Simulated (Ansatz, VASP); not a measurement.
# ScF3: VASP beside Ansatz

```
Sc F
1.0
     4.01245    0.00000    0.00000
     0.00000    4.01245    0.00000
     0.00000    0.00000    3.93220
Sc F
1 3
Direct
  0.00000 0.00000 0.00000
  0.50000 0.00000 0.00000
  0.00000 0.50000 0.00000
  0.00000 0.00000 0.50000
```

Change from the starting cell: zz strain of -2 %.

Alike in both runs: task single point; functional LDA; k mesh 6 × 6 × 6; occupations fermi-dirac, width 0.02 eV; no spin polarisation.

|  | VASP | Ansatz |
| --- | --- | --- |
| version | VASP 6.6.1 | Ansatz 0.2.0 |
| potentials or method | VASP PAW LDA potentials, release 64 (Sc_sv, F), cutoff 520 eV | all-electron LAPW, scalar-relativistic |

Ansatz gave:

| Property | Result |
| --- | --- |
| gap on the k mesh at the Fermi level (eV) | 6.24 |
| pressure (GPa) | -0.8 |
| traceless stress, the component that is largest in VASP (GPa) | 3.50 |

Q: Which values does VASP return?

A: gap on the k mesh at the Fermi level (eV): 6.22; pressure (GPa): -0.2; traceless stress, the component that is largest in VASP (GPa): 3.60.

LDA's correlation is that of Perdew and Zunger in VASP and of Perdew and Wang (1992) in Ansatz. Ansatz ran all-electron here, and VASP with PAW potentials.
